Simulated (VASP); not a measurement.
Input of a VASP 6.6.1 run:

File INCAR:

```
SYSTEM = Cu
  PREC = Accurate
  ENCUT = 600
  EDIFF = 1E-6
  ISMEAR = -1
  SIGMA = 0.1
  LREAL = .False.
  LASPH = .True.
  NELM = 120
  ALGO = Normal
  ISIF = 2
  LWAVE = .False.
  LCHARG = .False.
  NBANDS = 12
  GGA_COMPAT = .False.
```

The input KPOINTS:

```
Automatic mesh
0
Gamma
  1 5 1
  0 0 0
```

POSCAR

```
Cu
1.0
   11.5702540000      0.0000000000      0.0000000000
    0.0000000000      2.2382120000      0.0000000000
   -4.5956240000      0.0000000000     21.7433880000
Cu
1
Direct
    0.5000000000      0.5000000000      0.5000000000
```

Potentials or basis: VASP PAW LDA potentials, release 64 (Cu).

Run with:

```sh
$ cat potpaw_LDA.64/Cu/POTCAR > POTCAR
$ mpirun -np 1 vasp_std > vasp.out
```

(1) Estimate the pressure.

Results:

(1) 0.0 GPa.

Caveat: the k points lie up to 0.56 Å⁻¹ apart.
